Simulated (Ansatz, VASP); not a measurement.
One calculation of Si16CO, two programs

```xyz
18
Lattice="7.7354 0.0000 0.0000 0.0000 7.7354 0.0000 0.0000 0.0000 22.1119" Properties=species:S:1:pos:R:3 pbc="T T T"
Si    0.0000    1.9339    4.0000
Si    0.0000    5.8016    4.0000
Si    3.8677    1.9339    4.0000
Si    3.8677    5.8016    4.0000
Si    0.0000    0.0000    5.3674
Si    0.0000    3.8677    5.3674
Si    3.8677    0.0000    5.3674
Si    3.8677    3.8677    5.3674
Si    1.9339    0.0000    6.7707
Si    1.9339    3.8677    6.7707
Si    5.8016    0.0000    6.7707
Si    5.8016    3.8677    6.7707
Si    1.9339    1.9339    8.1119
Si    1.9339    5.8016    8.1119
Si    5.8016    1.9339    8.1119
Si    5.8016    5.8016    8.1119
C     3.8677    5.8016    7.2019
O     3.7176    6.3618    8.2065
```

Alike in both runs: task single point; functional PBE; k mesh 4 × 4 × 1; occupations gaussian, width 0.05 eV; no spin polarisation.

|  | VASP | Ansatz |
| --- | --- | --- |
| version | VASP 6.6.1 | Ansatz 0.2.0 |
| potentials or method | VASP PAW PBE potentials, release 64 (Si, C, O), cutoff 520 eV | scalar-relativistic, plane waves, PAW |
| valence electrons in the cell | 74 | 74 |

|  | VASP | Ansatz | Ansatz less VASP |
| --- | --- | --- | --- |
| gap on the k mesh at the Fermi level (eV) | none | none | - |
| rms of the force components (eV/Å) | 1.954 | 1.802 | -0.1520 |

Atom by atom the forces differ by 0.157 eV/Å (rms over components). A gap of «none» marks a metal or a gap that the smearing closes. With one functional, cell and mesh, what is left measures potentials, basis and numerics.

Noted on VASP's run: the standard files for N, O and F lose accuracy on very short bonds.
